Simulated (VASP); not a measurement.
# TiCo3 (Pm-3m) in VASP: further runs

The runs below take TiCo3 through single point, with PBEsol.

Program: VASP 6.6.1. These are calculated values, not measurements. Logs are shortened: lines on timing, memory, paths and dates and some standing lists are left out, and cuts for length are marked.

## (1) The cell of the first run

It takes space group Pm-3m (No. 221, cubic). The conventional cell has a = 3.571 Å, b = 3.571 Å, c = 3.571 Å, α = 90.00°, β = 90.00°, γ = 90.00°. Ti (site symmetry m-3m) has 12 Co at 2.53 Å within 3.3 Å. Within 3.3 Å of Co (site symmetry 4/mmm) lie 4 Ti at 2.53 Å and 8 Co at 2.53 Å.

## (2) Single point, PBEsol, collinear spin, ferromagnetic start

INCAR reads:

```
PREC = Accurate ; ENCUT = 520
EDIFF = 1E-7 ; ISMEAR = -1
SIGMA = 0.05 ; LREAL = F
LASPH = T ; NELM = 150
ALGO = Normal ; ISIF = 2
LWAVE = F ; LCHARG = F
ISPIN = 2 ; MAGMOM = 0.3 1 1 1
LORBIT = 11 ; LMAXMIX = 4
GGA = PS ; NBANDS = 32
```

KPOINTS reads:

```
regular mesh
0
Gamma
  10 10 10
```

POSCAR reads:

```
TiCo3
1.0
    3.5710000000      0.0000000000      0.0000000000
    0.0000000000      3.5710000000      0.0000000000
    0.0000000000      0.0000000000      3.5710000000
Ti Co
1 3
Direct
    0.0000000000      0.0000000000      0.0000000000
    0.0000000000      0.5000000000      0.5000000000
    0.5000000000      0.0000000000      0.5000000000
    0.5000000000      0.5000000000      0.0000000000
```

Potentials or basis: VASP PAW PBE potentials, release 64 (Ti_sv, Co).

Started as:

```console
cat potpaw_PBE.64/Ti_sv/POTCAR potpaw_PBE.64/Co/POTCAR > POTCAR
mpirun -np 1 vasp_std > vasp.out
```

OUTCAR:

```text
PREC = Accurate
   ENCUT = 520
   EDIFF = 1E-7
   ISMEAR = -1
   LREAL = F
   LASPH = T
   NELM = 150
   ISIF = 2
   ISPIN = 2
   LORBIT = 11
   GGA = PS

 ion  position               nearest neighbor table
   1  0.000  0.000  0.000-   2 2.53   3 2.53   4 2.53   2 2.53   3 2.53   2 2.53   4 2.53   2 2.53
                             3 2.53   4 2.53   3 2.53   4 2.53
   2  0.000  0.500  0.500-   1 2.53   3 2.53   4 2.53   1 2.53   4 2.53   1 2.53   3 2.53   1 2.53
                             3 2.53   4 2.53   4 2.53   3 2.53
   3  0.500  0.000  0.500-   1 2.53   2 2.53   4 2.53   1 2.53   4 2.53   2 2.53   4 2.53   4 2.53
                             1 2.53   2 2.53   1 2.53   2 2.53
   4  0.500  0.500  0.000-   1 2.53   2 2.53   3 2.53   2 2.53   3 2.53   1 2.53   3 2.53   3 2.53
                             1 2.53   2 2.53   2 2.53   1 2.53

  LATTYP: Found a simple cubic cell.
 ALAT       =     3.5710000000

  Lattice vectors:

 A1 = (   3.5710000000,   0.0000000000,   0.0000000000)
 A2 = (   0.0000000000,   3.5710000000,   0.0000000000)
 A3 = (   0.0000000000,   0.0000000000,   3.5710000000)

Analysis of symmetry for initial positions (statically):
=====================================================================
 Subroutine PRICEL returns:
 Original cell was already a primitive cell.

 Routine SETGRP: Setting up the symmetry group for a
 simple cubic supercell.

 Subroutine GETGRP returns: Found 48 space group operations
 (whereof 48 operations were pure point group operations)
 out of a pool of 48 trial point group operations.

The static configuration has the point symmetry O_h .

Analysis of symmetry for dynamics (positions and initial velocities):
=====================================================================
 Subroutine PRICEL returns:
 Original cell was already a primitive cell.

 Routine SETGRP: Setting up the symmetry group for a
 simple cubic supercell.

 Subroutine GETGRP returns: Found 48 space group operations
 (whereof 48 operations were pure point group operations)
 out of a pool of 48 trial point group operations.

The dynamic configuration has the point symmetry O_h .

Analysis of structural, dynamic, and magnetic symmetry:
=====================================================================
 Subroutine PRICEL returns:
 Original cell was already a primitive cell.

 Routine SETGRP: Setting up the symmetry group for a
 simple cubic supercell.

 Subroutine GETGRP returns: Found 48 space group operations
 (whereof 48 operations were pure point group operations)
 out of a pool of 48 trial point group operations.

The overall configuration has the point symmetry O_h .

 Subroutine INISYM returns: Found 48 space group operations
 (whereof 48 operations are pure point group operations),
 and found     1 'primitive' translations

----------------------------------------------------------------------------------------

                                     Primitive cell

  volume of cell :      45.5375

  direct lattice vectors                    reciprocal lattice vectors
     3.571000000  0.000000000  0.000000000     0.280033604  0.000000000  0.000000000
     0.000000000  3.571000000  0.000000000     0.000000000  0.280033604  0.000000000
     0.000000000  0.000000000  3.571000000     0.000000000  0.000000000  0.280033604

  length of vectors
     3.571000000  3.571000000  3.571000000     0.280033604  0.280033604  0.280033604

  position of ions in fractional coordinates (direct lattice)
     0.000000000  0.000000000  0.000000000
     0.000000000  0.500000000  0.500000000
     0.500000000  0.000000000  0.500000000
     0.500000000  0.500000000  0.000000000

  ion indices of the primitive-cell ions
   primitive index   ion index
                 1           1
                 2           2
                 3           3
                 4           4

----------------------------------------------------------------------------------------

 KPOINTS: regular mesh

Automatic generation of k-mesh.
 Grid dimensions read from file:
 generate k-points for:   10   10   10

 Generating k-lattice:

  Cartesian coordinates                     Fractional coordinates (reciprocal lattice)
     0.028003360  0.000000000  0.000000000     0.100000000  0.000000000  0.000000000
     0.000000000  0.028003360  0.000000000     0.000000000  0.100000000  0.000000000
     0.000000000  0.000000000  0.028003360     0.000000000  0.000000000  0.100000000

  Length of vectors
     0.028003360  0.028003360  0.028003360

  Shift w.r.t. Gamma in fractional coordinates (k-lattice)
     0.000000000  0.000000000  0.000000000

 Subroutine IBZKPT returns following result:
 ===========================================

 Found     56 irreducible k-points:

 Following reciprocal coordinates:
            Coordinates               Weight
  0.000000  0.000000  0.000000      1.000000
  0.100000  0.000000  0.000000      6.000000
  0.200000  0.000000  0.000000      6.000000
  0.300000  0.000000  0.000000      6.000000
  0.400000  0.000000  0.000000      6.000000
  0.500000  0.000000  0.000000      3.000000
[... 16 lines left out ...]
  0.200000  0.100000  0.100000     24.000000
  0.300000  0.100000  0.100000     24.000000
 [... further k-points ...]
   k-points           NKPTS =     56   k-points in BZ     NKDIM =     56   number of bands    NBANDS=     32
   number of dos      NEDOS =    301   number of ions     NIONS =      4
   total plane-waves  NPLWV =  21952
   dimension x,y,z NGX =    28 NGY =   28 NGZ =   28
   dimension x,y,z NGXF=    56 NGYF=   56 NGZF=   56
   ions per type =               1   3
   NGX,Y,Z   is equivalent  to a cutoff of  13.04, 13.04, 13.04 a.u.
   NGXF,Y,Z  is equivalent  to a cutoff of  26.07, 26.07, 26.07 a.u.
 SYSTEM =  unknown system
   PREC   = accura    normal or accurate (medium, high low for compatibility)
   ISTART =      0    job   : 0-new  1-cont  2-samecut
   ICHARG =      2    charge: 1-file 2-atom 10-const
   ISPIN  =      2    spin polarized calculation?
   LNONCOLLINEAR =      F non collinear calculations
   LSORBIT =      F    spin-orbit coupling
   LASPH  =      T    aspherical Exc in radial PAW
   ENCUT  =  520.0 eV  38.22 Ry    6.18 a.u.   6.64  6.64  6.64*2*pi/ulx,y,z
   NELM   =    150;   NELMIN=  2; NELMDL= -5     # of ELM steps
   EDIFF  = 0.1E-06   stopping-criterion for ELM
   LREAL  =      F    real-space projection
   EDIFFG = 0.1E-05   stopping-criterion for IOM
   NSW    =      0    number of steps for IOM
   IBRION =     -1    ionic relax: 0-MD 1-quasi-New 2-CG
   NFREE  =      0    steps in history (QN), initial steepest desc. (CG)
   ISIF   =      2    stress and relaxation
   ISYM   =      2    0-nonsym 1-usesym 2-fastsym
   POTIM  = 0.5000    time-step for ionic-motion
   TEBEG  =    0.0;   TEEND  =   0.0 temperature during run
   PSTRESS=    0.0 pullay stress
   NELECT =      39.0000    total number of electrons
   NUPDOWN=      -1.0000    fix difference up-down
   EMIN   =  10.00;   EMAX   =-10.00  energy-range for DOS
   EFERMI =   0.00;   METHOD = LEGACY
   ISMEAR =    -1;   SIGMA  =   0.05  broadening in eV -4-tet -1-fermi 0-gaus
   EFERMI_NEDOS =   21; number of points for ismear=-14 and -15
   IALGO  =     38    algorithm
   IMIX   =      4    mixing-type and parameters
     AMIX     =   0.40;   BMIX     =  1.00
     AMIX_MAG =   1.60;   BMIX_MAG =  1.00
  volume/ion in A,a.u.               =      11.38        76.83
  Fermi-wavevector in a.u.,A,eV,Ry     =   1.554676  2.937911 32.885512  2.417017
  Thomas-Fermi vector in A             =   2.658727
   LORBIT       =     11    0 simple, 1 ext, 2 COOP (PROOUT), +10 PAW based schemes
   GGA     = PS    functional components
   LHFCALC =     F    Hartree Fock is set to
   AEXX    =    0.0000 exact exchange contribution
   IVDW    =     0    specifies the selected vdW correction
   LEPSILON=     F    determine dielectric tensor
   LRPA    =     F    only Hartree local field effects (RPA)
 spin polarized calculation
  energy-cutoff  :      520.00
  volume of cell :       45.54
 maximum number of plane-waves:      1248
 NGX is ok and might be reduce to    28
   NGX = 13   NGY = 13   NGZ = 13

 number of electron      39.0000040 magnetization       1.1194369

 Free energy of the ion-electron system (eV)
  ---------------------------------------------------
  ext. energy  EPLUGINS =         0.00000000
  ---------------------------------------------------
  free energy    TOTEN  =       -32.68758454 eV

  energy without entropy =      -32.63950877  energy(sigma->0) =      -32.66354666

 E-fermi :  10.1944     XC(G=0): -13.4601

 val. band max:       10.1932723444   @ k =   0.2000   0.2000   0.1000
 cond. band min:      10.2019918218   @ k =   0.3000   0.2000   0.2000
 fundamental gap:      0.0087194774
 Fermi energy:        10.1943533263

 spin component 1

 k-point     1 :       0.0000    0.0000    0.0000
  band No.  band energies     occupation
      1     -45.9651      1.00000
      2     -22.3196      1.00000
      3     -22.3196      1.00000
      4     -22.3196      1.00000
      5       2.1319      1.00000
      6       5.7663      1.00000
[... 23 lines left out ...]
     30      21.7441      0.00000
     31      21.7441      0.00000

 k-point     2 :       0.1000    0.0000    0.0000
  band No.  band energies     occupation
      1     -45.9646      1.00000
      2     -22.3260      1.00000
      3     -22.3198      1.00000
      4     -22.3198      1.00000
      5       2.2673      1.00000
      6       5.8200      1.00000
[... 23 lines left out ...]
     30      21.6957      0.00000
     31      22.3591      0.00000

 k-point     3 :       0.2000    0.0000    0.0000
  band No.  band energies     occupation
      1     -45.9634      1.00000
      2     -22.3428      1.00000
      3     -22.3205      1.00000
      4     -22.3205      1.00000
      5       2.6646      1.00000
      6       5.9300      1.00000
[... 703 lines left out ...]
     30      22.0645      0.00000
     31      22.4215      0.00000

 k-point    24 :       0.3000    0.1000    0.1000
  band No.  band energies     occupation
      1     -45.9612      1.00000
      2     -22.3623      1.00000
      3     -22.3279      1.00000
      4     -22.3257      1.00000
      5       3.5311      1.00000
      6       6.1233      1.00000
[... 23 lines left out ...]
     30      21.0335      0.00000
     31      22.3940      0.00000

 [... further k-points ...]

 spin component 2

 k-point     1 :       0.0000    0.0000    0.0000
  band No.  band energies     occupation
      1     -46.0890      1.00000
      2     -22.4451      1.00000
      3     -22.4451      1.00000
      4     -22.4451      1.00000
      5       2.1439      1.00000
      6       5.9683      1.00000
[... 23 lines left out ...]
     30      21.8432      0.00000
     31      21.8656      0.00000

 k-point     2 :       0.1000    0.0000    0.0000
  band No.  band energies     occupation
      1     -46.0886      1.00000
      2     -22.4515      1.00000
      3     -22.4453      1.00000
      4     -22.4453      1.00000
      5       2.2796      1.00000
      6       6.0226      1.00000
[... 23 lines left out ...]
     30      21.8077      0.00000
     31      22.4928      0.00000

 k-point     3 :       0.2000    0.0000    0.0000
  band No.  band energies     occupation
      1     -46.0874      1.00000
      2     -22.4682      1.00000
      3     -22.4460      1.00000
      4     -22.4460      1.00000
      5       2.6779      1.00000
      6       6.1291      1.00000
[... 703 lines left out ...]
     30      22.1806      0.00000
     31      22.4985      0.00000

 k-point    24 :       0.3000    0.1000    0.1000
  band No.  band energies     occupation
      1     -46.0852      1.00000
      2     -22.4876      1.00000
      3     -22.4533      1.00000
      4     -22.4511      1.00000
      5       3.5484      1.00000
      6       6.2942      1.00000
[... 23 lines left out ...]
     30      21.1230      0.00000
     31      22.4930      0.00000

 [... further k-points ...]

 [bands above 31 left out]

------------------------ aborting loop because EDIFF is reached ----------------------------------------

  FORCE on cell =-STRESS in cart. coord.  units (eV):
  Direction    XX          YY          ZZ          XY          YZ          ZX
  --------------------------------------------------------------------------------------
  -------------------------------------------------------------------------------------
  Total       -2.2617560     -2.2617560     -2.2617560     -0.0000000     -0.0000000      0.0000000
  in kB      -79.5768556    -79.5768556    -79.5768556     -0.0000000     -0.0000000      0.0000000
  external PRESSURE =     -79.5768556 kB  Pullay stress =       0.0000000 kB

 VOLUME and BASIS-vectors are now :
 -----------------------------------------------------------------------------
  energy-cutoff  :      520.00
  volume of cell :       45.54
      direct lattice vectors                 reciprocal lattice vectors
     3.571000000  0.000000000  0.000000000     0.280033604  0.000000000  0.000000000
     0.000000000  3.571000000  0.000000000     0.000000000  0.280033604  0.000000000
     0.000000000  0.000000000  3.571000000     0.000000000  0.000000000  0.280033604

 POSITION                                       TOTAL-FORCE (eV/Angst)
 -----------------------------------------------------------------------------------
      0.00000      0.00000      0.00000         0.000000      0.000000      0.000000
      0.00000      1.78550      1.78550         0.000000      0.000000      0.000000
      1.78550      0.00000      1.78550         0.000000      0.000000      0.000000
      1.78550      1.78550      0.00000         0.000000      0.000000      0.000000
 -----------------------------------------------------------------------------------
    total drift:                                0.000000      0.000000      0.000000

  FREE ENERGIE OF THE ION-ELECTRON SYSTEM (eV)
  ---------------------------------------------------
  free  energy   TOTEN  =       -32.6875845375 eV

  energy  without entropy=      -32.6395087735  energy(sigma->0) =      -32.66354666

 total charge

# of ion       s       p       d       tot
------------------------------------------
    1        2.272   6.200   1.953  10.425
    2        0.513   0.520   7.327   8.361
    3        0.513   0.520   7.327   8.361
    4        0.513   0.520   7.327   8.361
--------------------------------------------------
tot          3.812   7.759  23.935  35.506

 magnetization (x)

# of ion       s       p       d       tot
------------------------------------------
    1       -0.002  -0.010  -0.131  -0.143
    2       -0.001  -0.004   0.434   0.429
    3       -0.001  -0.004   0.434   0.429
    4       -0.001  -0.004   0.434   0.429
--------------------------------------------------
tot         -0.005  -0.021   1.171   1.145
```

Wall time 3.7 min (1 thread of Intel Xeon Platinum 8375C at 2.90GHz (Ice Lake), shared host); peak memory 0.26 GiB.

What came out:

| Item | Value |
| --- | --- |
| Free energy | -32.6876 eV |
| Pressure | -8.0 GPa |
| Net moment | 1.12 μB per cell |
| Site moments | Ti -0.14; Co +0.43 μB |
| Valence electrons inside the program's atomic spheres | Ti 10.43; Co 8.36 |

Caveat: the PAW data sets were made with another functional, which shifts forces and pressure a little.

## (3) Single point, PBEsol, collinear spin, ferrimagnetic start

INCAR reads:

```
SYSTEM = TiCo3
ALGO = Normal ; EDIFF = 1E-6
ENCUT = 520 ; GGA = PS
ISIF = 2 ; ISMEAR = -1
ISPIN = 2 ; LASPH = .True.
LCHARG = .False. ; LMAXMIX = 4
LORBIT = 11 ; LREAL = .False.
LUSENCCL = .False. ; LWAVE = .False.
MAGMOM = 0.3 1 1 -1 ; NBANDS = 32
NELM = 150 ; PREC = Accurate
SIGMA = 0.05
```

KPOINTS reads:

```
k-points
0
Gamma
  10 10 10
  0 0 0
```

POSCAR is that of step 2.

Potentials or basis: VASP PAW PBE potentials, release 64 (Ti_sv, Co).

Started as:

```console
cat potpaw_PBE.64/Ti_sv/POTCAR potpaw_PBE.64/Co/POTCAR > POTCAR
mpirun -np 1 vasp_std > vasp.out
```

It took 7.8 min on 1 × NVIDIA H100 80GB with 1 thread of Intel Xeon Platinum 8481C at 2.70GHz (Sapphire Rapids), shared host; peak memory 1.4 GiB.

Results (log left out):

| Item | Value |
| --- | --- |
| Free energy | -32.6876 eV |
| Pressure | -7.9 GPa |
| Net moment | 1.16 μB per cell |
| Site moments | Ti -0.15; Co +0.44 μB |
| Valence electrons inside the program's atomic spheres | Ti 10.43; Co 8.36 |

Levels at points of the mesh, in eV from the Fermi level:
Spin up:
```tsv
k point	band 17	band 18	band 19	band 20	band 21	band 22	band 23	band 24
(0.00, 0.00, 0.00)	0.14	0.43	0.43	0.43	2.42	2.42	3.29	3.29
(0.50, 0.00, 0.00)	-0.79	-0.79	-0.79	-0.25	0.43	1.17	1.17	1.82
(0.00, 0.00, 0.50)	-0.79	-0.79	-0.79	-0.25	0.43	1.17	1.17	1.82
(0.50, 0.50, 0.00)	-1.16	-1.11	-1.11	-0.60	-0.58	1.68	1.68	1.94
(0.00, 0.50, 0.50)	-1.16	-1.11	-1.11	-0.60	-0.58	1.68	1.68	1.94
(0.50, 0.50, 0.50)	-0.09	0.20	0.20	0.20	0.79	0.79	0.79	2.04
```
Spin down:
```csv
k point,band 17,band 18,band 19,band 20,band 21,band 22
"(0.00, 0.00, 0.00)",0.71,0.87,0.87,0.87,2.62,2.62
"(0.50, 0.00, 0.00)",-0.42,-0.42,-0.26,0.34,0.87,1.19
"(0.00, 0.00, 0.50)",-0.42,-0.42,-0.26,0.34,0.87,1.19
"(0.50, 0.50, 0.00)",-0.65,-0.56,-0.56,-0.23,-0.18,1.69
"(0.00, 0.50, 0.50)",-0.65,-0.56,-0.56,-0.23,-0.18,1.69
"(0.50, 0.50, 0.50)",-0.04,0.69,0.69,0.69,0.77,0.77
```

Caveat: the PAW data sets were made with another functional, which shifts forces and pressure a little.
